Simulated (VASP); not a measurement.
# TaN (P-62m) in VASP: electric field gradients with PBE

Aim: the electric field gradients of TaN with PBE.

Program: VASP 6.6.1. These are calculated values, not measurements. Logs are shortened: lines on timing, memory, paths and dates and some standing lists are left out, and cuts for length are marked.

**1. The cell of the first run**

The structure is hexagonal, space group P-62m (No. 189). The conventional cell has a = 5.300 Å, b = 5.300 Å, c = 2.911 Å, α = 90.00°, β = 90.00°, γ = 120.00°. Ta (site symmetry -6) has 6 N at 2.19 Å and 5 Ta at 2.91 to 3.06 Å within 3.1 Å. Ta (site symmetry -62m) has 3 N at 2.08 Å and 2 Ta at 2.91 Å within 3.0 Å. Within 3.0 Å of N (site symmetry m2m) lie 5 Ta at 2.08 to 2.19 Å and 6 N at 2.83 to 2.91 Å.

**2. Electric field gradients, PBE (equal xx and yy strain of +2 %)**

INCAR

```
SYSTEM = TaN
PREC = Accurate
ENCUT = 520
EDIFF = 1E-8
ISMEAR = -1
SIGMA = 0.01
LREAL = .FALSE.
LASPH = .TRUE.
NELM = 120
ALGO = Normal
ISIF = 2
LWAVE = .FALSE.
LCHARG = .FALSE.
GGA = PE
LEFG = .TRUE.
NBANDS = 36
GGA_COMPAT = .FALSE.
```

KPOINTS

```
Automatic mesh
0
G
  6 6 9
  0 0 0
```

POSCAR

```
TaN
1.0
    5.2999208842      0.0000000000      0.0000000000
   -2.6499604421      4.5898661238      0.0000000000
    0.0000000000      0.0000000000      2.9110000000
Ta N
3 3
Direct
    0.3333333333      0.6666666667      0.5000000000
    0.6666666667      0.3333333333      0.5000000000
    0.0000000000      0.0000000000      0.0000000000
    0.3928500000      0.0000000000      0.0000000000
    0.6071500000      0.6071500000      0.0000000000
    0.0000000000      0.3928500000      0.0000000000
```

Potentials or basis: VASP PAW PBE potentials, release 64 (Ta_sv_GW, N).

Command:

```console
> cat potpaw_PBE.64/Ta_sv_GW/POTCAR potpaw_PBE.64/N/POTCAR > POTCAR
> mpirun -np 1 vasp_std > vasp.out
```

OUTCAR:

```text
SYSTEM = TaN
   PREC = Accurate
   ENCUT = 520
   EDIFF = 1E-8
   ISMEAR = -1
   LREAL = .FALSE.
   LASPH = .TRUE.
   NELM = 120
   ISIF = 2
   GGA = PE

 ion  position               nearest neighbor table
   1  0.333  0.667  0.500-   4 2.19   4 2.19   6 2.19   6 2.19   5 2.19   5 2.19   2 3.06   2 3.06
                             2 3.06
   2  0.667  0.333  0.500-   6 2.19   6 2.19   4 2.19   4 2.19   5 2.19   5 2.19   1 3.06   1 3.06
                             1 3.06
   3  0.000  0.000  0.000-   4 2.08   5 2.08   6 2.08
   4  0.393  0.000  0.000-   3 2.08   1 2.19   1 2.19   2 2.19   2 2.19
   5  0.607  0.607  0.000-   3 2.08   1 2.19   1 2.19   2 2.19   2 2.19
   6  0.000  0.393  0.000-   3 2.08   2 2.19   2 2.19   1 2.19   1 2.19

  LATTYP: Found a hexagonal cell.
 ALAT       =     5.2999208842
 C/A-ratio  =     0.5492534820

  Lattice vectors:

 A1 = (   5.2999208842,   0.0000000000,   0.0000000000)
 A2 = (  -2.6499604421,   4.5898661238,   0.0000000000)
 A3 = (   0.0000000000,   0.0000000000,   2.9110000000)

Analysis of symmetry for initial positions (statically):
=====================================================================
 Subroutine PRICEL returns:
 Original cell was already a primitive cell.

 Routine SETGRP: Setting up the symmetry group for a
 hexagonal supercell.

 Subroutine GETGRP returns: Found 12 space group operations
 (whereof 12 operations were pure point group operations)
 out of a pool of 24 trial point group operations.

The static configuration has the point symmetry D_3h.

Analysis of symmetry for dynamics (positions and initial velocities):
=====================================================================
 Subroutine PRICEL returns:
 Original cell was already a primitive cell.

 Routine SETGRP: Setting up the symmetry group for a
 hexagonal supercell.

 Subroutine GETGRP returns: Found 12 space group operations
 (whereof 12 operations were pure point group operations)
 out of a pool of 24 trial point group operations.

The dynamic configuration has the point symmetry D_3h.

 Subroutine INISYM returns: Found 12 space group operations
 (whereof 12 operations are pure point group operations),
 and found     1 'primitive' translations

[... 151 lines left out ...]

 val. band max:       11.7032213088   @ k =   0.1667   0.0000   0.2222
 cond. band min:      11.7418777584   @ k =   0.1667   0.0000   0.0000
 fundamental gap:      0.0386564496
 Fermi energy:        11.7213666704

 k-point     1 :       0.0000    0.0000    0.0000
  band No.  band energies     occupation
      1     -57.7942      2.00000
      2     -57.7601      2.00000
      3     -57.1532      2.00000
      4     -24.4723      2.00000
      5     -24.4723      2.00000
      6     -24.1685      2.00000
[... 925 lines left out ...]
     35      15.2434      0.00000
     36      16.4902      0.00000

 [... further k-points ...]
[... 5 lines left out ...]
  --------------------------------------------------------------------------------------
  -------------------------------------------------------------------------------------
  Total       -4.2188949     -4.2188949     -1.1825782      0.0000000     -0.0000000      0.0000000
  in kB      -95.4547795    -95.4547795    -26.7564714      0.0000000     -0.0000000      0.0000000
  external PRESSURE =     -72.5553434 kB  Pullay stress =       0.0000000 kB

 VOLUME and BASIS-vectors are now :
 -----------------------------------------------------------------------------
  energy-cutoff  :      520.00
  volume of cell :       70.81
      direct lattice vectors                 reciprocal lattice vectors
     5.299920884  0.000000000  0.000000000     0.188682062  0.108935639  0.000000000
    -2.649960442  4.589866124  0.000000000     0.000000000  0.217871278  0.000000000
     0.000000000  0.000000000  2.911000000     0.000000000  0.000000000  0.343524562

 POSITION                                       TOTAL-FORCE (eV/Angst)
 -----------------------------------------------------------------------------------
     -0.00000      3.05991      1.45550         0.000000      0.000000      0.000000
      2.64996      1.52996      1.45550        -0.000000      0.000000      0.000000
      0.00000      0.00000      0.00000        -0.000000      0.000000      0.000000
      2.08207      0.00000      0.00000        -0.202106      0.000000     -0.000000
      1.60892      2.78674      0.00000         0.101053      0.175029      0.000000
     -1.04104      1.80313      0.00000         0.101053     -0.175029      0.000000
 -----------------------------------------------------------------------------------
    total drift:                                0.000001      0.000002     -0.000001

  FREE ENERGIE OF THE ION-ELECTRON SYSTEM (eV)
  ---------------------------------------------------
  free  energy   TOTEN  =       -74.9973205953 eV

  energy  without entropy=      -74.9968872988  energy(sigma->0) =      -74.99710395

 Electric field gradients (V/A^2)
---------------------------------------------------------------------
 ion       V_xx      V_yy      V_zz      V_xy      V_xz      V_yz
---------------------------------------------------------------------
   1     104.075   104.075  -208.150    -0.000     0.000    -0.000
   2     104.075   104.075  -208.150    -0.000     0.000    -0.000
   3     -60.421   -60.422   120.843    -0.001    -0.000     0.000
   4     -13.086     5.701     7.385    -0.001    -0.000     0.000
   5       1.005    -8.390     7.385    -8.136     0.000    -0.000
   6       1.005    -8.390     7.385     8.135    -0.000     0.000
---------------------------------------------------------------------

 Electric field gradients after diagonalization (V/A^2)
 (convention: |V_zz| > |V_xx| > |V_yy|)
----------------------------------------------------------------------
 ion       V_xx      V_yy      V_zz     asymmetry (V_yy - V_xx)/ V_zz
----------------------------------------------------------------------
   1     104.075   104.075  -208.150       0.000
   2     104.075   104.075  -208.150       0.000
   3     -60.423   -60.420   120.843       0.000
   4       7.385     5.701   -13.086       0.129
   5       7.385     5.702   -13.087       0.129
   6       7.385     5.701   -13.086       0.129
----------------------------------------------------------------------

           NMR quadrupolar parameters

 Cq : quadrupolar parameter    Cq=e*Q*V_zz/h
 eta: asymmetry parameters     (V_yy - V_xx)/ V_zz
 Q  : nuclear electric quadrupole moment in mb (millibarn)
----------------------------------------------------------------------
 ion       Cq(MHz)       eta       Q (mb)
----------------------------------------------------------------------
   1      -0.503       0.000       1.000
   2      -0.503       0.000       1.000
   3       0.292       0.000       1.000
   4      -0.032       0.129       1.000
   5      -0.032       0.129       1.000
   6      -0.032       0.129       1.000
----------------------------------------------------------------------
```

Wall time 91 s (1 thread of AMD EPYC 9R45 (Zen 5), shared host); peak memory 0.2 GiB.

Results:

```yaml
Free_energy: -74.9973 eV
Pressure: -7.3 GPa
Largest_force: 0.202 eV/Å
Band_gap_on_the_k_mesh: zero (bands 27 and 28 overlap by 3.01 eV)
Largest_electric_field_gradient_by_atom: Ta -208.2, +120.8 (each value once); N -13.1 V/Å²
```

Forces in eV/Å, atoms in the order of the input:
```
Ta   0.000  0.000  0.000
Ta   0.000  0.000  0.000
Ta   0.000  0.000  0.000
N   -0.202  0.000  0.000
N    0.101  0.175  0.000
N    0.101 -0.175  0.000
```

Levels at points of the mesh, in eV from the Fermi level:
| k point | band 23 | band 24 | band 25 | band 26 | band 27 | band 28 | band 29 | band 30 | band 31 | band 32 |
| --- | --- | --- | --- | --- | --- | --- | --- | --- | --- | --- |
| (0.00, 0.00, 0.00) | -4.89 | -4.05 | -3.12 | -1.98 | -0.89 | -0.89 | 0.79 | 0.79 | 1.49 | 1.93 |
| (0.50, 0.00, 0.00) | -4.28 | -3.88 | -3.71 | -2.77 | -2.52 | 1.26 | 1.83 | 1.84 | 2.32 | 2.46 |

Electric field gradients, principal values (V/Å²):
| atom | least | middle | greatest (by size) |
| --- | --- | --- | --- |
| 1 Ta | 104.075 | 104.075 | -208.150 |
| 2 Ta | 104.075 | 104.075 | -208.150 |
| 3 Ta | -60.420 | -60.423 | 120.843 |
| 4 N | 5.701 | 7.385 | -13.086 |
| 5 N | 5.702 | 7.385 | -13.087 |
| 6 N | 5.701 | 7.385 | -13.086 |

Caveat: the cell differs from its parent crystal (equal xx and yy strain of +2 %); the stress differs along the axes, from -10 to -3 GPa; without QUAD_EFG the Cq values of the log hold for a quadrupole moment of 1 mb, not for the nuclei; spin-orbit coupling is left out, which moves the levels of the heavy elements.

The gap in the log of VASP goes by the Fermi energy; the results here count the filled bands.